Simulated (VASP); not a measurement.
# Fe (Fd-3m) in VASP: further runs, part 2 of 3

VASP 6.6.1. The steps go on from the part before.

**3. Single point, PBE**

This run uses another cell than the first one, of 15.05 Å³/atom.

The input, INCAR:

```
SYSTEM = Fe
PREC     = Accurate       ! precision mode
ENCUT    = 520            ! plane-wave cutoff, eV
EDIFF    = 1E-6           ! SCF threshold, eV
ISMEAR   = -1             ! smearing method
SIGMA    = 0.06122561905347299 ! smearing width, eV
LREAL    = .FALSE.        ! projectors in reciprocal space
LASPH    = .TRUE.         ! aspherical terms in the spheres
NELM     = 60             ! most SCF steps
ALGO     = Normal         ! electronic algorithm
ISIF     = 2              ! what is computed and relaxed
LWAVE    = .FALSE.        ! write WAVECAR
LCHARG   = .FALSE.        ! write CHGCAR
GGA      = PE             ! functional
NBANDS   = 15             ! bands
```

The input, KPOINTS:

```
regular mesh
0
G
  38 38 38
  0 0 0
```

The input, POSCAR:

```
Fe
1.0
    0.0000000000      2.4687696124      2.4687696124
    2.4687696124      0.0000000000      2.4687696124
    2.4687696124      2.4687696124      0.0000000000
Fe
2
Direct
    0.0000000000      0.0000000000      0.0000000000
    0.2500000000      0.2500000000      0.2500000000
```

Potentials or basis: VASP PAW PBE potentials, release 64 (Fe).

The run is started by

```console
$ cat potpaw_PBE.64/Fe/POTCAR > POTCAR
$ mpirun -np 1 vasp_std > vasp.out
```

OUTCAR:

```text
SYSTEM = Fe
   PREC = Accurate
   ENCUT = 520
   EDIFF = 1E-6
   ISMEAR = -1
   LREAL = .FALSE.
   LASPH = .TRUE.
   NELM = 60
   ISIF = 2
   GGA = PE

 ion  position               nearest neighbor table
   1  0.000  0.000  0.000-   2 2.14   2 2.14   2 2.14   2 2.14
   2  0.250  0.250  0.250-   1 2.14   1 2.14   1 2.14   1 2.14

  LATTYP: Found a face centered cubic cell.
 ALAT       =     4.9375392248

  Lattice vectors:

 A1 = (   0.0000000000,   2.4687696124,   2.4687696124)
 A2 = (   2.4687696124,   0.0000000000,   2.4687696124)
 A3 = (   2.4687696124,   2.4687696124,   0.0000000000)

Analysis of symmetry for initial positions (statically):
=====================================================================
 Subroutine PRICEL returns:
 Original cell was already a primitive cell.

 Routine SETGRP: Setting up the symmetry group for a
 face centered cubic supercell.

 Subroutine GETGRP returns: Found 48 space group operations
 (whereof 24 operations were pure point group operations)
 out of a pool of 48 trial point group operations.

The static configuration has the point symmetry T_d .
 The point group associated with its full space group is O_h .

Analysis of symmetry for dynamics (positions and initial velocities):
=====================================================================
 Subroutine PRICEL returns:
 Original cell was already a primitive cell.

 Routine SETGRP: Setting up the symmetry group for a
 face centered cubic supercell.

 Subroutine GETGRP returns: Found 48 space group operations
 (whereof 24 operations were pure point group operations)
 out of a pool of 48 trial point group operations.

The dynamic configuration has the point symmetry T_d .
 The point group associated with its full space group is O_h .

 Subroutine INISYM returns: Found 48 space group operations
 (whereof 24 operations are pure point group operations),
 and found     1 'primitive' translations

----------------------------------------------------------------------------------------

                                     Primitive cell

  volume of cell :      30.0934

  direct lattice vectors                    reciprocal lattice vectors
     0.000000000  2.468769612  2.468769612    -0.202530037  0.202530037  0.202530037
     2.468769612  0.000000000  2.468769612     0.202530037 -0.202530037  0.202530037
     2.468769612  2.468769612  0.000000000     0.202530037  0.202530037 -0.202530037

  length of vectors
     3.491367468  3.491367468  3.491367468     0.350792313  0.350792313  0.350792313

  position of ions in fractional coordinates (direct lattice)
     0.000000000  0.000000000  0.000000000
     0.250000000  0.250000000  0.250000000

  ion indices of the primitive-cell ions
   primitive index   ion index
                 1           1
                 2           2

----------------------------------------------------------------------------------------

 KPOINTS: regular mesh

Automatic generation of k-mesh.
 Grid dimensions read from file:
 generate k-points for:   38   38   38

[... 24 lines left out ...]
  0.105263  0.000000  0.000000      8.000000
  0.131579  0.000000  0.000000      8.000000
[... 16 lines left out ...]
  0.078947  0.026316  0.000000     24.000000
  0.105263  0.026316  0.000000     24.000000
 [... further k-points ...]
   k-points           NKPTS =   1440   k-points in BZ     NKDIM =   1440   number of bands    NBANDS=     15
   number of dos      NEDOS =    301   number of ions     NIONS =      2
   total plane-waves  NPLWV =  21952
   dimension x,y,z NGX =    28 NGY =   28 NGZ =   28
   dimension x,y,z NGXF=    56 NGYF=   56 NGZF=   56
   ions per type =               2
   NGX,Y,Z   is equivalent  to a cutoff of  13.33, 13.33, 13.33 a.u.
   NGXF,Y,Z  is equivalent  to a cutoff of  26.67, 26.67, 26.67 a.u.
 SYSTEM =  Fe
   PREC   = accura    normal or accurate (medium, high low for compatibility)
   ISTART =      0    job   : 0-new  1-cont  2-samecut
   ICHARG =      2    charge: 1-file 2-atom 10-const
   ISPIN  =      1    spin polarized calculation?
   LNONCOLLINEAR =      F non collinear calculations
   LSORBIT =      F    spin-orbit coupling
   LASPH  =      T    aspherical Exc in radial PAW
   ENCUT  =  520.0 eV  38.22 Ry    6.18 a.u.   6.49  6.49  6.49*2*pi/ulx,y,z
   NELM   =     60;   NELMIN=  2; NELMDL= -5     # of ELM steps
   EDIFF  = 0.1E-05   stopping-criterion for ELM
   LREAL  =      F    real-space projection
   EDIFFG = 0.1E-04   stopping-criterion for IOM
   NSW    =      0    number of steps for IOM
   IBRION =     -1    ionic relax: 0-MD 1-quasi-New 2-CG
   NFREE  =      0    steps in history (QN), initial steepest desc. (CG)
   ISIF   =      2    stress and relaxation
   ISYM   =      2    0-nonsym 1-usesym 2-fastsym
   POTIM  = 0.5000    time-step for ionic-motion
   TEBEG  =    0.0;   TEEND  =   0.0 temperature during run
   PSTRESS=    0.0 pullay stress
   NELECT =      16.0000    total number of electrons
   NUPDOWN=      -1.0000    fix difference up-down
   EMIN   =  10.00;   EMAX   =-10.00  energy-range for DOS
   EFERMI =   0.00;   METHOD = LEGACY
   ISMEAR =    -1;   SIGMA  =   0.06  broadening in eV -4-tet -1-fermi 0-gaus
   EFERMI_NEDOS =   21; number of points for ismear=-14 and -15
   IALGO  =     38    algorithm
   IMIX   =      4    mixing-type and parameters
     AMIX     =   0.40;   BMIX     =  1.00
     AMIX_MAG =   1.60;   BMIX_MAG =  1.00
  volume/ion in A,a.u.               =      15.05       101.54
  Fermi-wavevector in a.u.,A,eV,Ry     =   1.326247  2.506243 23.931694  1.758930
  Thomas-Fermi vector in A             =   2.455648
   LORBIT       =      0    0 simple, 1 ext, 2 COOP (PROOUT), +10 PAW based schemes
   GGA     = PE    functional components
   LHFCALC =     F    Hartree Fock is set to
   AEXX    =    0.0000 exact exchange contribution
   IVDW    =     0    specifies the selected vdW correction
   LEPSILON=     F    determine dielectric tensor
   LRPA    =     F    only Hartree local field effects (RPA)
 non-spin polarized calculation
  energy-cutoff  :      520.00
  volume of cell :       30.09
 maximum number of plane-waves:       869
 NGX is ok and might be reduce to    28
   NGX = 13   NGY = 13   NGZ = 13

 number of electron      15.9999992 magnetization

 Free energy of the ion-electron system (eV)
  ---------------------------------------------------
  ext. energy  EPLUGINS =         0.00000000
  ---------------------------------------------------
  free energy    TOTEN  =       -13.97779322 eV

  energy without entropy =      -13.94460814  energy(sigma->0) =      -13.96120068

 E-fermi :   3.2713     XC(G=0): -11.3146

 val. band max:        3.2709740735   @ k =   0.3421   0.2368   0.0526
 cond. band min:       3.2713419662   @ k =  -0.4211   0.0526   0.0000
 fundamental gap:      0.0003678927
 Fermi energy:         3.2713367033

 k-point     1 :       0.0000    0.0000    0.0000
  band No.  band energies     occupation
      1      -3.1931      2.00000
      2       0.6818      2.00000
      3       0.6818      2.00000
      4       0.9406      2.00000
      5       0.9406      2.00000
      6       0.9406      2.00000
      7       2.8988      1.99546
      8       2.8988      1.99546
      9       2.8988      1.99546
     10       4.4295      0.00000
     11       4.4295      0.00000
     12      17.1580      0.00000
     13      17.1580      0.00000
     14      17.1580      0.00000
[... 401 lines left out ...]
      2       0.5361      2.00000
      3       0.6341      2.00000
      4       0.9532      2.00000
      5       1.0499      2.00000
      6       1.1245      2.00000
      7       2.7718      1.99943
      8       2.8876      1.99622
      9       2.9090      1.99463
     10       4.4047      0.00000
     11       4.4506      0.00000
     12      14.3629      0.00000
     13      15.6580      0.00000
     14      16.4152      0.00000
     15      17.9119      0.00000

 [... further k-points ...]

------------------------ aborting loop because EDIFF is reached ----------------------------------------

  FORCE on cell =-STRESS in cart. coord.  units (eV):
  Direction    XX          YY          ZZ          XY          YZ          ZX
  --------------------------------------------------------------------------------------
  -------------------------------------------------------------------------------------
  Total       -1.2487246     -1.2487246     -1.2487246      0.0000000      0.0000000     -0.0000000
  in kB      -66.4822291    -66.4822291    -66.4822291      0.0000000      0.0000000     -0.0000000
  external PRESSURE =     -66.4822291 kB  Pullay stress =       0.0000000 kB

 VOLUME and BASIS-vectors are now :
 -----------------------------------------------------------------------------
  energy-cutoff  :      520.00
  volume of cell :       30.09
      direct lattice vectors                 reciprocal lattice vectors
     0.000000000  2.468769612  2.468769612    -0.202530037  0.202530037  0.202530037
     2.468769612  0.000000000  2.468769612     0.202530037 -0.202530037  0.202530037
     2.468769612  2.468769612  0.000000000     0.202530037  0.202530037 -0.202530037

 POSITION                                       TOTAL-FORCE (eV/Angst)
 -----------------------------------------------------------------------------------
      0.00000      0.00000      0.00000        -0.000000     -0.000000     -0.000000
      1.23438      1.23438      1.23438         0.000000      0.000000      0.000000
 -----------------------------------------------------------------------------------
    total drift:                                0.000000      0.000000      0.000000

  FREE ENERGIE OF THE ION-ELECTRON SYSTEM (eV)
  ---------------------------------------------------
  free  energy   TOTEN  =       -13.9777932190 eV

  energy  without entropy=      -13.9446081396  energy(sigma->0) =      -13.96120068
```

It took 16 min on 1 thread of Intel Xeon 8259CL, shared host; peak memory 0.66 GiB.

What came out:

| Property | Result |
| --- | --- |
| Free energy | -13.9778 eV |
| Pressure | -6.6 GPa |
| Band gap on the k mesh | zero (bands 8 and 9 overlap by 0.72 eV) |

Caveat: the cell stands under tension; the run has no spin polarisation, though such a crystal can be magnetic. Spin polarisation is off, so any magnetic state and its effect on volume and gap are missing.

[end of part 2 of 3]
